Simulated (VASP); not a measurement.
The system is BiB.

```
B Bi
1.0
     3.86558    0.00000    0.00000
    -1.93279    3.34769    0.00000
     0.00000    0.00000    6.37545
B Bi
2 2
Direct
  0.33333 0.66667 0.00024
  0.66667 0.33333 0.50024
  0.33333 0.66667 0.37476
  0.66667 0.33333 0.87476
```

Base run:

| Item | Value |
| --- | --- |
| Program | VASP 6.6.1 |
| Functional | r2SCAN |
| Potentials or basis | VASP PAW PBE potentials, release 64 (B, Bi_d) |
| Cutoff | 520 eV |
| k mesh | 12 × 12 × 4 |
| Occupations | fermi-dirac, width 0.02 eV |
| Spin | no spin polarisation |

Its results: band gap on the k mesh 0.20 eV, direct; pressure 0.0 GPa.

Problem. The run is repeated on the same cell with these changes: functional from r2SCAN to PBE; further incar settings from ALGO = Normal; EDIFF = 1e-06; NBANDS = 26 to ALGO = Normal; EDIFF = 1e-07; NBANDS = 26. What comes out?

Solution. Band gap on the k mesh 0.08 eV, direct; pressure 1.2 GPa.

Caveats: spin-orbit coupling is left out, which moves the levels of the heavy elements; the PAW data sets were made with another functional, which shifts forces and pressure a little (some runs).

A k mesh can miss the band edges.
